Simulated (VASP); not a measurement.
A run of VASP 6.6.1:

The input INCAR:

```
PREC     = Accurate       # precision mode
ENCUT    = 520            # plane-wave cutoff, eV
EDIFF    = 1E-7           # SCF threshold, eV
ISMEAR   = 0              # smearing method
SIGMA    = 0.1            # smearing width, eV
LREAL    = F              # projectors in reciprocal space
LASPH    = T              # aspherical terms in the spheres
NELM     = 60             # most SCF steps
ALGO     = Normal         # electronic algorithm
ISIF     = 2              # what is computed and relaxed
LWAVE    = F              # write WAVECAR
LCHARG   = F              # write CHGCAR
GGA      = CA             # functional
NBANDS   = 16             # bands
```

Contents of KPOINTS:

```
regular mesh
0
Gamma
  9 9 6
```

The input POSCAR:

```
TiB2
1.0
    2.9949342187      0.0000000029      0.0000000000
   -1.4974671118      2.5936891146      0.0000000000
    0.0000000000      0.0000000000      3.1572745929
Ti B
1 2
Direct
    0.0000000000      0.0000000000      0.0000000000
    0.3333333333      0.6666666667      0.5000000000
    0.6666666667      0.3333333333      0.5000000000
```

Potentials or basis: VASP PAW LDA potentials, release 64 (Ti_sv, B).

The run is started by

```bash
$ cat potpaw_LDA.64/Ti_sv/POTCAR potpaw_LDA.64/B/POTCAR > POTCAR
$ mpirun -np 1 vasp_std > vasp.out
```

Hardware: 1 thread of Intel(R) Xeon(R) 6975P-C (Granite Rapids), with other jobs on the host.

Q: How long does it take, and how much memory?

A: Wall time 6.4 s on 1 thread of Intel(R) Xeon(R) 6975P-C (Granite Rapids), on a shared host, peak memory 0.13 GiB. Counts: scf iterations 14, k points 48.
